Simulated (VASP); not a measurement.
LuPd:

```
Lu Pd
1.0
     3.41500    0.00000    0.00000
     0.00000    3.41500    0.00000
     0.00000    0.00000    3.41500
Lu Pd
1 1
Direct
  0.00000 0.00000 0.00000
  0.50000 0.50000 0.50000
```

Base run:

| Property | Result |
| --- | --- |
| Program | VASP 6.6.1 |
| Functional | PBEsol |
| Potentials or basis | VASP PAW PBE potentials, release 64 (Lu, Pd) |
| Cutoff | 520 eV |
| k mesh | 10 × 10 × 10 |
| Occupations | fermi-dirac, width 0.1 eV |
| Spin | no spin polarisation |

Its results: pressure -2.0 GPa.

Question: The run is repeated on the same cell with these changes: functional from PBEsol to BLYP. What comes out?

Answer: Pressure 8.1 GPa.

BLYP binds less tightly than PBEsol, so the same cell stands under more pressure.

Caveats: the PAW data sets were made with another functional, which shifts forces and pressure a little.
